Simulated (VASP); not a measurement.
Here is a VASP 6.6.1 calculation.

File INCAR:

```
SYSTEM = MgO
PREC = Accurate
ENCUT = 600
EDIFF = 1E-6
ISMEAR = 0
SIGMA = 0.05
LREAL = .FALSE.
LASPH = .TRUE.
NELM = 120
ALGO = Normal
ISIF = 2
LWAVE = .FALSE.
LCHARG = .FALSE.
GGA = PS
NBANDS = 36
GGA_COMPAT = .FALSE.
```

The input KPOINTS:

```
Automatic mesh
0
G
  9 9 2
  0 0 0
```

POSCAR

```
MgO
1.0
    2.1075959645     -2.1075959645      0.0000000000
    2.1075959645      0.0000000000     -2.1075959645
    8.4303838580      8.4303838580      8.4303838580
Mg O
6 6
Direct
    1.0000000000      0.0000000000      0.5000000000
    0.3333333333      0.3333333333      0.3333333333
    0.6666666667      0.6666666667      0.6666666667
    1.0000000000      1.0000000000      0.0000000000
    0.3333333333      0.3333333333      0.8333333333
    0.6666666667      0.6666666667      0.1666666667
    0.6666666667      0.6666666667      0.4166666667
    0.0000000000      0.0000000000      0.2500000000
    0.3333333333      0.3333333333      0.5833333333
    0.6666666667      0.6666666667      0.9166666667
    1.0000000000      1.0000000000      0.7500000000
    0.3333333333      0.3333333333      0.0833333333
```

Potentials or basis: VASP PAW PBE potentials, release 64 (Mg, O).

The run is started by

```bash
$ cat potpaw_PBE.64/Mg/POTCAR potpaw_PBE.64/O/POTCAR > POTCAR
$ mpirun -np 1 vasp_std > vasp.out
```

Estimate the pressure.

-0.8 GPa.

Predict the band gap on the k mesh.

4.61 eV.

Caveat: the PAW data sets were made with another functional, which shifts forces and pressure a little.

**The experiment to reproduce.**

“Electronic structure of alkaline earth and post-transition metal oxides”, 2009, arxiv:0908.1581 quotes, for a bulk crystal of MgO: band gap 7.83 eV.

Against the measured gap of MgO, 7.83 eV (quoted in “Electronic structure of alkaline earth and post-transition metal oxides”, 2009, arxiv:0908.1581), the calculated 4.61 eV is off by -3.22 eV. The value is that of PBEsol on a finite k mesh, which can miss the band edges, without temperature or zero-point motion. Semilocal functionals fall short of measured gaps as a rule.
